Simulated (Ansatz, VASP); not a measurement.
## Sb in VASP and in Ansatz

Contents of INCAR:

```
SYSTEM = Sb
PREC     = Accurate       ! precision mode
ENCUT    = 500            ! plane-wave cutoff, eV
EDIFF    = 1E-6           ! SCF threshold, eV
ISMEAR   = 0              ! smearing method
SIGMA    = 0.1            ! smearing width, eV
LREAL    = .False.        ! projectors in reciprocal space
LASPH    = .True.         ! aspherical terms in the spheres
NELM     = 120            ! most SCF steps
ALGO     = Normal         ! electronic algorithm
ISIF     = 2              ! what is computed and relaxed
LWAVE    = .False.        ! write WAVECAR
LCHARG   = .False.        ! write CHGCAR
GGA      = PE             ! functional
NBANDS   = 22             ! bands
GGA_COMPAT= .False.
```

File KPOINTS:

```
Automatic mesh
0
Gamma
  6 6 6
  0 0 0
```

Contents of POSCAR:

```
Sb
1.0
    2.0309691247      1.1725805708      4.8632850834
   -2.0309691247      1.1725805708      4.8632850834
    0.0000000000     -2.3451611417      4.8632850834
Sb
2
Direct
    0.0577000000      0.0577000000      0.0577000000
    0.9423000000      0.9423000000      0.9423000000
```

Input for Ansatz:

```yaml
crystal:
  lattice:
    - [2.0309691247, 1.1725805708, 4.8632850834]
    - [-2.0309691247, 1.1725805708, 4.8632850834]
    - [0.0, -2.3451611417, 4.8632850834]
  atoms:
    - { symbol: Sb, position: [0.0577, 0.0577, 0.0577] }
    - { symbol: Sb, position: [0.9423, 0.9423, 0.9423] }
basis:
  ecutwfc: 420
kpoints:
  mp_grid: { grid: [6, 6, 6] }
hamiltonian:
  xc: pbe
scf:
  occupations: { method: gaussian, width: 0.1 }
  lower_state_search: "off"
output:
  forces: true
  stress: true
  eigenvalues: true
```

Alike in both runs: task single point; functional PBE; k mesh 6 × 6 × 6; occupations gaussian, width 0.1 eV; no spin polarisation.

```csv
,VASP,Ansatz
version,VASP 6.6.1,Ansatz 0.2.0
potentials or method,"VASP PAW PBE potentials, release 64 (Sb_d_GW), cutoff 500 eV","scalar-relativistic, plane waves, PAW"
valence electrons in the cell,30,30
```

```tsv
	VASP	Ansatz	Ansatz less VASP
gap on the k mesh at the Fermi level (eV)	none	none	-
rms of the force components (eV/Å)	43.717	43.441	-0.2760
```

Atom by atom the forces differ by 0.276 eV/Å (rms over components). A gap of «none» marks a metal or a gap that the smearing closes.

Spin-orbit coupling is off throughout.
